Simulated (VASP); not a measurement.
# Au (I4/mmm) in VASP: notebook

The runs below take Au through single point, with PBEsol.

All numbers are computed with VASP 6.6.1; they aren't measurements. Logs are shortened: lines on timing, memory, paths and dates and some standing lists are left out, and cuts for length are marked.

## Step 1: The cell of the first run

It takes space group I4/mmm (No. 139, tetragonal). Conventional cell: a = 2.969 Å, b = 2.969 Å, c = 3.863 Å, α = 90.00°, β = 90.00°, γ = 90.00°. Within 3.8 Å of Au (site symmetry 4/mmm) lie 12 Au at 2.85 to 2.97 Å.

## Step 2: Single point, PBEsol

The input, INCAR:

```
ALGO = Fast ; EDIFF = 1E-6
ENCUT = 520 ; GGA = PS
ISIF = 2 ; ISMEAR = 0
LASPH = True ; LCHARG = False
LREAL = False ; LWAVE = False
NBANDS = 12 ; NELM = 100
PREC = Accurate ; SIGMA = 0.15
```

The input, KPOINTS:

```
k-points
0
Gamma
  28 28 28
```

The input, POSCAR:

```
Au
1.0
    0.0000000000      2.0994836978      1.9315250020
    2.0994836978      0.0000000000      1.9315250020
    2.0994836978      2.0994836978      0.0000000000
Au
1
Direct
    0.0000000000      0.0000000000      0.0000000000
```

Potentials or basis: VASP PAW PBE potentials, release 64 (Au).

Launch:

```bash
$ cat potpaw_PBE.64/Au/POTCAR > POTCAR
$ mpirun -np 1 vasp_std > vasp.out
```

OUTCAR:

```text
EDIFF = 1E-6
   ENCUT = 520
   GGA = PS
   ISIF = 2
   ISMEAR = 0
   LASPH = True
   LREAL = False
   NELM = 100
   PREC = Accurate

 ion  position               nearest neighbor table
   1  0.000  0.000  0.000-

  LATTYP: Found a body centered tetragonal cell.
 ALAT       =     2.9691183194
 C/A-ratio  =     1.3010764774

  Lattice vectors:

 A1 = (   0.0000000000,  -2.0994836978,  -1.9315250020)
 A2 = (   0.0000000000,   2.0994836978,  -1.9315250020)
 A3 = (   2.0994836978,   0.0000000000,   1.9315250020)

Analysis of symmetry for initial positions (statically):
=====================================================================
 Subroutine PRICEL returns:
 Original cell was already a primitive cell.

 Routine SETGRP: Setting up the symmetry group for a
 body centered tetragonal supercell.

 Subroutine GETGRP returns: Found 16 space group operations
 (whereof 16 operations were pure point group operations)
 out of a pool of 16 trial point group operations.

The static configuration has the point symmetry D_4h.

Analysis of symmetry for dynamics (positions and initial velocities):
=====================================================================
 Subroutine PRICEL returns:
 Original cell was already a primitive cell.

 Routine SETGRP: Setting up the symmetry group for a
 body centered tetragonal supercell.

 Subroutine GETGRP returns: Found 16 space group operations
 (whereof 16 operations were pure point group operations)
 out of a pool of 16 trial point group operations.

The dynamic configuration has the point symmetry D_4h.

 Subroutine INISYM returns: Found 16 space group operations
 (whereof 16 operations are pure point group operations),
 and found     1 'primitive' translations

----------------------------------------------------------------------------------------

                                     Primitive cell

  volume of cell :      17.0277

  direct lattice vectors                    reciprocal lattice vectors
     0.000000000  2.099483698  1.931525002    -0.238153790  0.238153790  0.258862815
     2.099483698  0.000000000  1.931525002     0.238153790 -0.238153790  0.258862815
     2.099483698  2.099483698  0.000000000     0.238153790  0.238153790 -0.258862815

  length of vectors
     2.852826779  2.852826779  2.969118319     0.424787491  0.424787491  0.424787491

  position of ions in fractional coordinates (direct lattice)
     0.000000000  0.000000000  0.000000000

  ion indices of the primitive-cell ions
   primitive index   ion index
                 1           1

----------------------------------------------------------------------------------------

 KPOINTS: k-points

Automatic generation of k-mesh.
 Grid dimensions read from file:
 generate k-points for:   28   28   28

 Generating k-lattice:

  Cartesian coordinates                     Fractional coordinates (reciprocal lattice)
    -0.008505493  0.008505493  0.009245101     0.035714286  0.000000000  0.000000000
     0.008505493 -0.008505493  0.009245101     0.000000000  0.035714286  0.000000000
     0.008505493  0.008505493 -0.009245101    -0.000000000 -0.000000000  0.035714286

  Length of vectors
     0.015170982  0.015170982  0.015170982

  Shift w.r.t. Gamma in fractional coordinates (k-lattice)
     0.000000000  0.000000000  0.000000000

 Subroutine IBZKPT returns following result:
 ===========================================

 Found   1639 irreducible k-points:

 Following reciprocal coordinates:
            Coordinates               Weight
  0.000000  0.000000  0.000000      1.000000
  0.035714  0.000000  0.000000      8.000000
  0.071429  0.000000  0.000000      8.000000
  0.107143 -0.000000  0.000000      8.000000
  0.142857  0.000000  0.000000      8.000000
  0.178571  0.000000  0.000000      8.000000
[... 16 lines left out ...]
  0.285714  0.035714  0.000000      8.000000
  0.321429  0.035714  0.000000      8.000000
 [... further k-points ...]
   k-points           NKPTS =   1639   k-points in BZ     NKDIM =   1639   number of bands    NBANDS=     12
   number of dos      NEDOS =    301   number of ions     NIONS =      1
   total plane-waves  NPLWV =  13824
   dimension x,y,z NGX =    24 NGY =   24 NGZ =   24
   dimension x,y,z NGXF=    48 NGYF=   48 NGZF=   48
   ions per type =               1
   NGX,Y,Z   is equivalent  to a cutoff of  13.99, 13.99, 13.44 a.u.
   NGXF,Y,Z  is equivalent  to a cutoff of  27.97, 27.97, 26.88 a.u.
 SYSTEM =  unknown system
   PREC   = accura    normal or accurate (medium, high low for compatibility)
   ISTART =      0    job   : 0-new  1-cont  2-samecut
   ICHARG =      2    charge: 1-file 2-atom 10-const
   ISPIN  =      1    spin polarized calculation?
   LNONCOLLINEAR =      F non collinear calculations
   LSORBIT =      F    spin-orbit coupling
   LASPH  =      T    aspherical Exc in radial PAW
   ENCUT  =  520.0 eV  38.22 Ry    6.18 a.u.   5.30  5.30  5.52*2*pi/ulx,y,z
   NELM   =    100;   NELMIN=  2; NELMDL= -5     # of ELM steps
   EDIFF  = 0.1E-05   stopping-criterion for ELM
   LREAL  =      F    real-space projection
   EDIFFG = 0.1E-04   stopping-criterion for IOM
   NSW    =      0    number of steps for IOM
   IBRION =     -1    ionic relax: 0-MD 1-quasi-New 2-CG
   NFREE  =      0    steps in history (QN), initial steepest desc. (CG)
   ISIF   =      2    stress and relaxation
   ISYM   =      2    0-nonsym 1-usesym 2-fastsym
   POTIM  = 0.5000    time-step for ionic-motion
   TEBEG  =    0.0;   TEEND  =   0.0 temperature during run
   PSTRESS=    0.0 pullay stress
   NELECT =      11.0000    total number of electrons
   NUPDOWN=      -1.0000    fix difference up-down
   EMIN   =  10.00;   EMAX   =-10.00  energy-range for DOS
   EFERMI =   0.00;   METHOD = LEGACY
   ISMEAR =     0;   SIGMA  =   0.15  broadening in eV -4-tet -1-fermi 0-gaus
   EFERMI_NEDOS =   21; number of points for ismear=-14 and -15
   IALGO  =     68    algorithm
   IMIX   =      4    mixing-type and parameters
     AMIX     =   0.40;   BMIX     =  1.00
     AMIX_MAG =   1.60;   BMIX_MAG =  1.00
  volume/ion in A,a.u.               =      17.03       114.91
  Fermi-wavevector in a.u.,A,eV,Ry     =   1.415209  2.674357 27.249977  2.002817
  Thomas-Fermi vector in A             =   2.536671
   LORBIT       =      0    0 simple, 1 ext, 2 COOP (PROOUT), +10 PAW based schemes
   GGA     = PS    functional components
   LHFCALC =     F    Hartree Fock is set to
   AEXX    =    0.0000 exact exchange contribution
   IVDW    =     0    specifies the selected vdW correction
   LEPSILON=     F    determine dielectric tensor
   LRPA    =     F    only Hartree local field effects (RPA)
 non-spin polarized calculation
 RMM-DIIS sequential band-by-band and
 Gauss-broadening in eV      SIGMA  =   0.15
  energy-cutoff  :      520.00
  volume of cell :       17.03
 maximum number of plane-waves:       483
 NGX is ok and might be reduce to    24

 number of electron      10.9999999 magnetization

 Free energy of the ion-electron system (eV)
  ---------------------------------------------------
  ext. energy  EPLUGINS =         0.00000000
  ---------------------------------------------------
  free energy    TOTEN  =        -3.92074935 eV

  energy without entropy =       -3.91724553  energy(sigma->0) =       -3.91899744

 E-fermi :   9.2894     XC(G=0): -12.8896

 val. band max:        9.2844729539   @ k =   0.5000   0.0714   0.1786
 cond. band min:       9.3040100328   @ k =  -0.2857   0.2500   0.1071
 fundamental gap:      0.0195370789
 Fermi energy:         9.2893637585

 k-point     1 :       0.0000    0.0000    0.0000
  band No.  band energies     occupation
      1      -0.6361      2.00000
      2       4.4005      2.00000
      3       4.4005      2.00000
      4       5.0930      2.00000
      5       5.7221      2.00000
      6       6.4771      2.00000
      7      23.9011      0.00000
      8      27.3081      0.00000
      9      27.3081      0.00000
     10      28.8237      0.00000
     11      32.7934      0.00000
     12      36.2751      0.00000

 k-point     2 :       0.0357    0.0000    0.0000
  band No.  band energies     occupation
      1      -0.5911      2.00000
      2       4.3993      2.00000
      3       4.4162      2.00000
      4       5.0936      2.00000
      5       5.7191      2.00000
      6       6.4661      2.00000
      7      23.9543      0.00000
      8      27.1536      0.00000
      9      27.3627      0.00000
     10      28.6956      0.00000
     11      33.1008      0.00000
     12      35.6870      0.00000

 k-point     3 :       0.0714    0.0000    0.0000
  band No.  band energies     occupation
      1      -0.4576      2.00000
      2       4.3932      2.00000
      3       4.4599      2.00000
      4       5.0992      2.00000
      5       5.7137      2.00000
      6       6.4355      2.00000
      7      24.1014      0.00000
      8      26.6017      0.00000
      9      27.5234      0.00000
     10      28.5960      0.00000
     11      33.5361      0.00000
     12      34.8991      0.00000
[... 286 lines left out ...]
 k-point    23 :       0.2857    0.0357    0.0000
  band No.  band energies     occupation
      1       1.4711      2.00000
      2       4.5539      2.00000
      3       4.5905      2.00000
      4       5.1906      2.00000
      5       6.3679      2.00000
      6       6.4877      2.00000
      7      19.4617      0.00000
      8      24.5495      0.00000
      9      27.6774      0.00000
     10      30.4698      0.00000
     11      31.1816      0.00000
     12      31.6363      0.00000

 k-point    24 :       0.3214    0.0357    0.0000
  band No.  band energies     occupation
      1       1.7305      2.00000
      2       4.4867      2.00000
      3       4.9155      2.00000
      4       5.1576      2.00000
      5       6.5460      2.00000
      6       6.7416      2.00000
      7      18.0401      0.00000
      8      24.1957      0.00000
      9      27.1600      0.00000
     10      29.9404      0.00000
     11      31.8472      0.00000
     12      31.9352      0.00000

 [... further k-points ...]

------------------------ aborting loop because EDIFF is reached ----------------------------------------

  FORCE on cell =-STRESS in cart. coord.  units (eV):
  Direction    XX          YY          ZZ          XY          YZ          ZX
  --------------------------------------------------------------------------------------
  -------------------------------------------------------------------------------------
  Total       -0.0616233     -0.0616233      0.0617978      0.0000000     -0.0000000     -0.0000000
  in kB       -5.7982951     -5.7982951      5.8147131      0.0000000     -0.0000000     -0.0000000
  external PRESSURE =      -1.9272924 kB  Pullay stress =       0.0000000 kB

 VOLUME and BASIS-vectors are now :
 -----------------------------------------------------------------------------
  energy-cutoff  :      520.00
  volume of cell :       17.03
      direct lattice vectors                 reciprocal lattice vectors
     0.000000000  2.099483698  1.931525002    -0.238153790  0.238153790  0.258862815
     2.099483698  0.000000000  1.931525002     0.238153790 -0.238153790  0.258862815
     2.099483698  2.099483698  0.000000000     0.238153790  0.238153790 -0.258862815

 POSITION                                       TOTAL-FORCE (eV/Angst)
 -----------------------------------------------------------------------------------
      0.00000      0.00000      0.00000         0.000000     -0.000000      0.000000
 -----------------------------------------------------------------------------------
    total drift:                               -0.000000      0.000000     -0.000000

  FREE ENERGIE OF THE ION-ELECTRON SYSTEM (eV)
  ---------------------------------------------------
  free  energy   TOTEN  =        -3.9207493498 eV

  energy  without entropy=       -3.9172455319  energy(sigma->0) =       -3.91899744
```

Wall time 2.6 min (1 thread of Intel Xeon 6975P-C, shared host); peak memory 0.43 GiB.

What came out:

* Free energy: -3.9207 eV
* Pressure: -0.2 GPa

Stress tensor (GPa, compression positive):
```
-0.58  0.00  0.00
 0.00 -0.58  0.00
 0.00  0.00  0.58
```

Caveat: the PAW data sets were made with another functional, which shifts forces and pressure a little; spin-orbit coupling is left out, which moves the levels of the heavy elements.

## Step 3: Single point, PBEsol

This run uses another cell than the first one, of the same volume but with other edges.

The input, INCAR:

```
SYSTEM = Au
  PREC = Accurate
  ENCUT = 520
  EDIFF = 1E-6
  ISMEAR = 0
  SIGMA = 0.15
  LREAL = .False.
  LASPH = .True.
  NELM = 100
  ALGO = Fast
  ISIF = 2
  LWAVE = .False.
  LCHARG = .False.
  GGA = PS
  NBANDS = 12
```

The input, KPOINTS:

```
regular mesh
0
Gamma
  28 28 28
  0 0 0
```

The input, POSCAR:

```
Au
1.0
    0.0000000000      1.9780816803      2.1758898483
    1.9780816803      0.0000000000      2.1758898483
    1.9780816803      1.9780816803      0.0000000000
Au
1
Direct
    0.0000000000      0.0000000000      0.0000000000
```

Potentials or basis: VASP PAW PBE potentials, release 64 (Au).

Launch:

```bash
$ cat potpaw_PBE.64/Au/POTCAR > POTCAR
$ mpirun -np 1 vasp_std > vasp.out
```

OUTCAR:

```text
SYSTEM = Au
   PREC = Accurate
   ENCUT = 520
   EDIFF = 1E-6
   ISMEAR = 0
   LREAL = .False.
   LASPH = .True.
   NELM = 100
   ISIF = 2
   GGA = PS

 ion  position               nearest neighbor table
   1  0.000  0.000  0.000-

  LATTYP: Found a body centered tetragonal cell.
 ALAT       =     2.7974299398
 C/A-ratio  =     1.5556349186

  Lattice vectors:

 A1 = (  -1.9780816803,   0.0000000000,   2.1758898483)
 A2 = (   1.9780816803,   0.0000000000,   2.1758898483)
 A3 = (   0.0000000000,   1.9780816803,  -2.1758898483)
[... 541 lines left out ...]

 [... further k-points ...]

------------------------ aborting loop because EDIFF is reached ----------------------------------------

  FORCE on cell =-STRESS in cart. coord.  units (eV):
  Direction    XX          YY          ZZ          XY          YZ          ZX
  --------------------------------------------------------------------------------------
  -------------------------------------------------------------------------------------
  Total        0.1667114      0.1667114     -0.2835590      0.0000000     -0.0000000      0.0000000
  in kB       15.6863016     15.6863016    -26.6807935      0.0000000     -0.0000000      0.0000000
  external PRESSURE =       1.5639366 kB  Pullay stress =       0.0000000 kB

 VOLUME and BASIS-vectors are now :
 -----------------------------------------------------------------------------
  energy-cutoff  :      520.00
  volume of cell :       17.03
      direct lattice vectors                 reciprocal lattice vectors
     0.000000000  1.978081680  2.175889848    -0.252770148  0.252770148  0.229791044
     1.978081680  0.000000000  2.175889848     0.252770148 -0.252770148  0.229791044
     1.978081680  1.978081680  0.000000000     0.252770148  0.252770148 -0.229791044

 POSITION                                       TOTAL-FORCE (eV/Angst)
 -----------------------------------------------------------------------------------
      0.00000      0.00000      0.00000         0.000000      0.000000     -0.000000
 -----------------------------------------------------------------------------------
    total drift:                               -0.000000      0.000000     -0.000000

  FREE ENERGIE OF THE ION-ELECTRON SYSTEM (eV)
  ---------------------------------------------------
  free  energy   TOTEN  =        -3.9129275189 eV

  energy  without entropy=       -3.9094590697  energy(sigma->0) =       -3.91119329
```

OSZICAR:

```text
N       E                     dE             d eps       ncg     rms          rms(c)
DAV:   1     0.491007839344E+02    0.49101E+02   -0.55910E+03 40736   0.818E+02
DAV:   2    -0.355852101752E+01   -0.52659E+02   -0.49672E+02 46280   0.187E+02
DAV:   3    -0.425252212255E+01   -0.69400E+00   -0.69334E+00 47376   0.208E+01
DAV:   4    -0.425479746634E+01   -0.22753E-02   -0.22752E-02 46620   0.137E+00
DAV:   5    -0.425481373743E+01   -0.16271E-04   -0.16270E-04 48100   0.110E-01    0.960E+00
RMM:   6    -0.393844638617E+01    0.31637E+00   -0.36854E-01 39467   0.502E+00    0.590E+00
RMM:   7    -0.391585711152E+01    0.22589E-01   -0.42232E-02 41839   0.189E+00    0.287E+00
RMM:   8    -0.391297257877E+01    0.28845E-02   -0.40342E-03 44049   0.555E-01    0.403E-01
RMM:   9    -0.391292559820E+01    0.46981E-04   -0.52236E-04 46410   0.193E-01    0.114E-01
RMM:  10    -0.391292748750E+01   -0.18893E-05   -0.77626E-05 45880   0.671E-02    0.761E-02
RMM:  11    -0.391292747871E+01    0.87896E-08   -0.15164E-05 44022   0.257E-02    0.111E-02
RMM:  12    -0.391292751891E+01   -0.40207E-07   -0.17302E-06 36464   0.825E-03
   1 F= -.39129275E+01 E0= -.39111933E+01  d E =-.346845E-02
```

stdout:

```text
POSCAR found type information on POSCAR Au
 POSCAR found :  1 types and       1 ions
 scaLAPACK will be used
 -----------------------------------------------------------------------------
|                                                                             |
|                                                                             |
|     You enforced a specific xc type in the INCAR file but a different       |
|     I HOPE YOU KNOW WHAT YOU ARE DOING!                                     |
|                                                                             |
 -----------------------------------------------------------------------------

 LDA part: xc-table for (Slater+PW92), standard interpolation
 POSCAR, INCAR and KPOINTS ok, starting setup
 FFT: planning ... GRIDC
 FFT: planning ... GRID_SOFT
 FFT: planning ... GRID
 WAVECAR not read
 entering main loop
```

It took 2.7 min on 1 thread of Intel Xeon 6975P-C, shared host; peak memory 0.42 GiB.

Results:

| Item | Value |
| --- | --- |
| Free energy | -3.9129 eV |
| Pressure | 0.2 GPa |

Caveat: the PAW data sets were made with another functional, which shifts forces and pressure a little; spin-orbit coupling is left out, which moves the levels of the heavy elements.

## Step 4: Single point, PBEsol

This run uses another cell than the first one, of the same volume but with other edges.

The input, INCAR:

```
PREC = Accurate
ENCUT = 520
EDIFF = 1E-7
ISMEAR = 0
SIGMA = 0.15
LREAL = False
LASPH = True
NELM = 60
ALGO = Fast
ISIF = 2
LWAVE = False
LCHARG = False
GGA = PS
NBANDS = 12
```

The input, KPOINTS:

```
regular mesh
0
Gamma
  28 28 28
```

The input, POSCAR:

```
Au
1.0
    0.0000000000      2.3572410582      1.5322066878
    2.3572410582      0.0000000000      1.5322066878
    2.3572410582      2.3572410582      0.0000000000
Au
1
Direct
    0.0000000000      0.0000000000      0.0000000000
```

Launch:

```bash
$ cat potpaw_PBE.64/Au/POTCAR > POTCAR
$ mpirun -np 1 vasp_std > vasp.out
```

Run time: 3.8 min. Hardware: 1 thread of Intel Xeon 6975P-C, shared host; peak memory 0.43 GiB.

The run converged. Its results:

```yaml
Free_energy: -3.9066 eV
Pressure: 0.1 GPa
```

Stress tensor (GPa, compression positive):
```
 0.36  0.00  0.00
 0.00  0.36  0.00
 0.00  0.00 -0.34
```

Levels at points of the mesh, in eV from the Fermi level:
```csv
k point,band 3,band 4,band 5,band 6,band 7,band 8,band 9,band 10
"(0.00, 0.00, 0.00)",-4.61,-4.61,-3.32,-2.60,15.98,15.98,17.65,23.50
"(0.50, 0.00, 0.00)",-3.04,-2.34,-1.35,-0.50,3.85,12.00,13.28,21.03
"(0.50, 0.50, 0.00)",-1.79,-1.79,-1.60,5.47,5.47,7.99,9.46,15.16
"(0.50, 0.00, 0.50)",-3.54,-2.88,-1.43,-1.01,3.12,13.19,15.28,21.60
```

Caveat: the PAW data sets were made with another functional, which shifts forces and pressure a little; spin-orbit coupling is left out, which moves the levels of the heavy elements.

[end of part 1 of 2]
